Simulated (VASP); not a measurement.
## AlCo3: single point with r2SCAN+rVV10

The system is AlCo3.

```xyz
4
Lattice="3.5741 0.0000 0.0000 0.0000 3.5741 0.0000 0.0000 0.0000 3.5741" Properties=species:S:1:pos:R:3 pbc="T T T"
Al    0.0000    0.0000    0.0000
Co    1.7871    1.7871    0.0000
Co    1.7871    0.0000    1.7871
Co    0.0000    1.7871    1.7871
```

| Property | Result |
| --- | --- |
| Program | VASP 6.6.1 |
| Task | single point |
| Functional | r2SCAN |
| Dispersion | rVV10 |
| Potentials or basis | VASP PAW PBE potentials, release 64 (Al, Co) |
| Cutoff | 520 eV |
| k mesh | 12 × 12 × 12 |
| Occupations | gaussian, width 0.1 eV |
| Spin | collinear spin, ferromagnetic start |
| Starting moments | [0.0, 1.76, 1.76, 1.76] μB |

- Pressure: 0.0 GPa
- Net moment: 4.50 μB per cell
- Site moments: Al -0.04; Co +1.57 μB
- Valence electrons inside the program's atomic spheres: Al 0.85; Co 8.32

Levels at points of the mesh, in eV from the Fermi level:
Spin up:
```
           k point  band 15  band 16  band 17  band 18  band 19  band 20
(0.00, 0.00, 0.00)    -0.91    -0.91     0.31     0.31     0.31     6.22
(0.50, 0.00, 0.00)    -2.11    -2.11    -0.91     5.22     5.22     5.23
(0.50, 0.50, 0.00)    -1.91    -1.76    -1.24    -0.06    -0.06     7.92
(0.50, 0.50, 0.50)    -1.88    -1.31    -1.31    -1.31    -0.91     3.20
```
Spin down:
| k point | band 9 | band 10 | band 11 | band 12 | band 13 | band 14 | band 15 | band 16 | band 17 | band 18 |
| --- | --- | --- | --- | --- | --- | --- | --- | --- | --- | --- |
| (0.00, 0.00, 0.00) | -1.08 | -1.08 | 0.30 | 0.30 | 0.30 | 0.53 | 0.53 | 0.53 | 1.46 | 1.46 |
| (0.50, 0.00, 0.00) | -1.77 | -1.62 | -0.88 | -0.88 | -0.20 | 0.49 | 0.54 | 0.77 | 1.55 | 5.60 |
| (0.50, 0.50, 0.00) | -1.88 | -1.88 | -0.57 | -0.56 | -0.42 | 0.19 | 0.33 | 0.44 | 0.44 | 2.11 |
| (0.50, 0.50, 0.50) | -1.30 | -1.30 | -1.10 | -0.71 | -0.71 | 0.42 | 0.42 | 0.42 | 1.17 | 1.17 |

Wall time 9.5 min on 1 thread of Intel(R) Xeon(R) Platinum 8488C (Sapphire Rapids), on a shared host, peak memory 0.39 GiB.

Caveat: the PAW data sets were made with another functional, which shifts forces and pressure a little.
